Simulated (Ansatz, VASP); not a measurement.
Two plane-wave programs on TaC

```
Ta C
1.0
     0.00000    2.22700    2.22700
     2.22700    0.00000    2.22700
     2.22700    2.22700    0.00000
Ta C
1 1
Direct
  0.00000 0.00000 0.00000
  0.50000 0.50000 0.50000
```

Alike in both runs: task single point; functional PBE; dispersion D3(BJ); k mesh 8 × 8 × 8; occupations gaussian, width 0.1 eV; no spin polarisation.

|  | VASP | Ansatz |
| --- | --- | --- |
| version | VASP 6.6.1 | Ansatz 0.2.0 |
| potentials or method | VASP PAW PBE potentials, release 64 (Ta_pv, C), cutoff 600 eV | scalar-relativistic, plane waves, PAW |
| valence electrons in the cell | 15 | 17 |

VASP gave:

| Property | Result |
| --- | --- |
| gap on the k mesh at the Fermi level (eV) | none |
| pressure (GPa) | -1.5 |

Q: Estimate Ansatz's values.

A: gap on the k mesh at the Fermi level (eV): none; pressure (GPa): -2.1.

A gap of «none» marks a metal or a gap that the smearing closes. VASP's potentials hold 15 valence electrons a cell and Ansatz's 17, so a difference there can come from the potentials and not from the codes.

Neither program's run includes spin-orbit coupling.
